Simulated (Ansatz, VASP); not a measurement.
**P: VASP beside Ansatz**

```xyz
4
Lattice="3.2617 0.0000 0.0000 0.0000 34.6231 0.0000 0.0000 0.0000 4.6010" Properties=species:S:1:pos:R:3 pbc="T T T"
P     1.6308   33.5934    4.1770
P     1.6308    1.0296    0.4240
P     0.0000    1.0296    1.8765
P     0.0000   33.5934    2.7245
```

Change from the starting cell: volume scaled by 0.98.

Alike in both runs: task single point; functional LDA; k mesh 8 × 1 × 6; occupations fermi-dirac, width 0.05 eV; no spin polarisation.

|  | VASP | Ansatz |
| --- | --- | --- |
| version | VASP 6.6.1 | Ansatz 0.2.0 |
| potentials or method | VASP PAW LDA potentials, release 64 (P), cutoff 520 eV | all-electron LAPW, scalar-relativistic |

|  | VASP | Ansatz | Ansatz less VASP |
| --- | --- | --- | --- |
| gap on the k mesh at the Fermi level (eV) | 0.84 | 0.84 | -0.009 |
| least direct gap on the mesh (eV) | 0.84 | 0.84 | -0.009 |
| rms of the force components (eV/Å) | 0.148 | 0.173 | +0.0247 |

LDA's correlation is that of Perdew and Zunger in VASP and of Perdew and Wang (1992) in Ansatz. Atom by atom the forces differ by 0.027 eV/Å (rms over components). Ansatz ran all-electron here, and VASP with PAW potentials.
